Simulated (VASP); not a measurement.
Runs of VASP 6.6.1 on SnGeTe2. The structure is that of space group R-3m (No. 166), or close to it. The cells are those of the table. 

```csv
level,cell,k mesh,gap on the mesh (eV),pressure (GPa),largest force (eV/Å)
r2SCAN,"a = 7.502 Å, angles 33.5°, 4 atoms",6 × 6 × 6,0.12,1.6,0.02
PBE,"a = 7.579 Å, angles 33.5°, 4 atoms",8 × 8 × 8,0.23,0.8,0.03
r2SCAN,"a = 7.654 Å, angles 33.5°, 4 atoms",6 × 6 × 6,(b),-1.4,-
r2SCAN,"a = 7.727 Å, angles 33.5°, 4 atoms",6 × 6 × 6,(a),-2.5,0.01
r2SCAN,"a = 7.579 Å, angles 33.5°, 4 atoms",6 × 6 × 6,0.25,0.0,0.01
```

Alike in all rows: task single point; potentials or basis VASP PAW PBE potentials, release 64 (Ge_d, Sn_d, Te); no spin polarisation; cutoff (eV) 520; smearing gaussian 0.01 eV.

Task: Estimate the missing entries.

Result: (a) 0.46; (b) 0.36.

Caveats: spin-orbit coupling is left out, which moves the levels of the heavy elements; the PAW data sets were made with another functional, which shifts forces and pressure a little (at least some runs).

A k mesh can miss the band edges, and the runs leave out spin-orbit coupling on Ge, Sn, Te.
